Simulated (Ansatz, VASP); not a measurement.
Given: the input of a run of VASP 6.6.1 on CdBr.

The input INCAR:

```
SYSTEM = CdBr
ALGO = Normal ; EDIFF = 1E-7
ENCUT = 520 ; GGA = PE
ISIF = 2 ; ISMEAR = -1
LASPH = .TRUE. ; LCHARG = .FALSE.
LREAL = .FALSE. ; LWAVE = .FALSE.
NBANDS = 16 ; NELM = 100
PREC = Accurate ; SIGMA = 0.05
```

File KPOINTS:

```
k-points
0
G
  8 8 6
  0 0 0
```

File POSCAR:

```
CdBr
1.0
    3.3406584189      0.0000000000      0.0000000000
    0.0000000000      3.3406584189      0.0000000000
    0.0000000000      0.0000000000      4.8112047735
Cd Br
1 1
Direct
    0.0000000000      0.0000000000      0.0000000000
    0.5000000000      0.5000000000      0.5000000000
```

Potentials or basis: VASP PAW PBE potentials, release 64 (Cd, Br).

The run is started by

```bash
$ cat potpaw_PBE.64/Cd/POTCAR potpaw_PBE.64/Br/POTCAR > POTCAR
$ mpirun -np 1 vasp_std > vasp.out
```

Set up the same calculation for Ansatz 0.2.0. Potentials there: all-electron LAPW, scalar-relativistic.

As run (the cutoff follows the program's own potentials):

File input.yaml:

```yaml
crystal:
  lattice:
    - [3.3406584189, 0.0, 0.0]
    - [0.0, 3.3406584189, 0.0]
    - [0.0, 0.0, 4.8112047735]
  atoms:
    - { symbol: Cd, position: [0.0, 0.0, 0.0] }
    - { symbol: Br, position: [0.5, 0.5, 0.5] }
kpoints:
  mp_grid: { grid: [8, 8, 6] }
scf:
  occupations: { method: fermi_dirac, width: 0.05 }
hamiltonian:
  xc: pbe
  pseudopotentials: { kind: all_electron, lapw: { basis_error: 0.0005 } }
output:
  forces: true
  stress: true
  eigenvalues: true
```

Potentials or basis: all-electron LAPW, scalar-relativistic.

Command:

```sh
$ ansatz run input.yaml --threads 1 --pin off --max-ram 3072MiB --backend cpu --events-out ev --progress --plain --runs-dir out
```

Both were run:

|  | VASP | Ansatz | Ansatz less VASP |
| --- | --- | --- | --- |
| gap on the k mesh at the Fermi level (eV) | none | none | - |
| pressure (GPa) | 0.7 | 0.6 | -0.08 |
| traceless stress, the component that is largest in VASP (GPa) | -6.96 | -6.98 | -0.015 |

A gap of «none» marks a metal or a gap that the smearing closes. Ansatz ran all-electron here, and VASP with PAW potentials.
